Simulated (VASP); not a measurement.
Wanted: the native input for a VASP 6.6.1 run.

- Task: single point
- Functional: PBE
- Potentials or basis: VASP PAW PBE potentials, release 64 (Sn_d, O)
- Cutoff: 520 eV
- k mesh: 6 × 6 × 8
- Occupations: gaussian, width 0.02 eV
- Spin: no spin polarisation
- Dipole correction: no
- Further INCAR settings: ALGO = Normal; EDIFF = 1e-06; NBANDS = 35

The structure of SnO2 lies in POSCAR:

```
SnO2
1.0
    4.7547824924      0.0000000000      0.0000000000
    0.0000000000      4.7547824924      0.0000000000
    0.0000000000      0.0000000000      3.2734776159
Sn O
2 4
Direct
    0.5000000000      0.5000000000      0.5000000000
    0.0000000000      0.0000000000      0.0000000000
    0.1933941870      0.8066058130      0.5000000000
    0.8066058130      0.1933941870      0.5000000000
    0.3066058130      0.3066058130      0.0000000000
    0.6933941870      0.6933941870      0.0000000000
```

This cell differs from its parent crystal: biaxial strain in the a-b plane: -1.5 %, then relaxed in part.

One way to write it, as run:

INCAR

```
SYSTEM = SnO2
  PREC = Accurate
  ENCUT = 520
  EDIFF = 1E-6
  ISMEAR = 0
  SIGMA = 0.02
  LREAL = .False.
  LASPH = .True.
  NELM = 80
  ALGO = Normal
  ISIF = 2
  LWAVE = .False.
  LCHARG = .False.
  GGA = PE
  NBANDS = 35
```

KPOINTS

```
regular mesh
0
Gamma
  6 6 8
  0 0 0
```

Potentials or basis: VASP PAW PBE potentials, release 64 (Sn_d, O).

Command:

```sh
$ cat potpaw_PBE.64/Sn_d/POTCAR potpaw_PBE.64/O/POTCAR > POTCAR
$ mpirun -np 1 vasp_std > vasp.out
```

Results of the run:

| Item | Value |
| --- | --- |
| Pressure | 3.4 GPa |
| Largest force | 0.010 eV/Å |
| Band gap on the k mesh | 0.79 eV, direct |

Caveat: the cell differs from its parent crystal (biaxial strain in the a-b plane: -1.5 %, then relaxed in part); spin-orbit coupling is left out, which moves the levels of the heavy elements.

Run time: 39 s on 1 thread of Intel(R) Xeon(R) 6975P-C (Granite Rapids), on a shared host, peak memory 0.23 GiB.
